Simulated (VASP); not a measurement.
A run of VASP 6.6.1:

The input INCAR:

```
ALGO = Normal
EDIFF = 1E-6
ENCUT = 520
GGA = PE
ISIF = 2
ISMEAR = -1
LASPH = T
LCHARG = F
LREAL = F
LWAVE = F
NBANDS = 11
NELM = 100
PREC = Accurate
SIGMA = 0.08
```

The input KPOINTS:

```
k-points
0
Gamma
  15 15 15
```

File POSCAR:

```
BP
1.0
    0.0000000000      1.9598421562      1.9598421562
    1.9598421562      0.0000000000      1.9598421562
    1.9598421562      1.9598421562      0.0000000000
B P
1 1
Direct
    0.0000000000      0.0000000000      0.0000000000
    0.2500000000      0.2500000000      0.2500000000
```

Potentials or basis: VASP PAW PBE potentials, release 64 (B, P).

Command:

```sh
$ cat potpaw_PBE.64/B/POTCAR potpaw_PBE.64/P/POTCAR > POTCAR
$ mpirun -np 1 vasp_std > vasp.out
```

Hardware: 1 thread of Intel Xeon 6975P-C, with other jobs on the host.

Task: How long does it take, and how much memory?

Result: Wall time 12 s on 1 thread of Intel Xeon 6975P-C (shared host), peak memory 0.14 GiB. Counts: scf iterations 12, k points 120.
